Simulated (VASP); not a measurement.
PbO, 8 atoms in the cell. Symmetry: Pbcm, No. 57, orthorhombic system. The conventional cell has a = 5.939 Å, b = 5.536 Å, c = 4.715 Å, α = 90.00°, β = 90.00°, γ = 90.00°. Pb (site symmetry m) has 4 O at 2.24 to 2.46 Å within 3.0 Å. Within 3.0 Å of O (site symmetry m) lie 4 Pb at 2.24 to 2.46 Å and 2 O at 2.93 Å. 

* Program: VASP 6.6.1
* Task: single point
* Functional: PBEsol
* Potentials or basis: VASP PAW PBE potentials, release 64 (Pb_d, O)
* Cutoff: 520 eV
* k mesh: 4 × 6 × 6
* Occupations: fermi-dirac, width 0.02 eV
* Spin: no spin polarisation
* Dipole correction: no
* Further INCAR settings: ALGO = Normal; EDIFF = 1e-06; NBANDS = 50

Potentials or basis: VASP PAW PBE potentials, release 64 (Pb_d, O).

Run with:

```bash
$ cat potpaw_PBE.64/Pb_d/POTCAR potpaw_PBE.64/O/POTCAR > POTCAR
$ mpirun -np 1 vasp_std > vasp.out
```

Hardware: 1 thread of Intel(R) Xeon(R) Platinum 8488C (Sapphire Rapids), on a shared host.

Task: How long does it take, and how much memory?

Result: Wall time 3.8 min on 1 thread of Intel(R) Xeon(R) Platinum 8488C (Sapphire Rapids) (shared host), peak memory 0.42 GiB. Counts: scf iterations 16, k points 48.
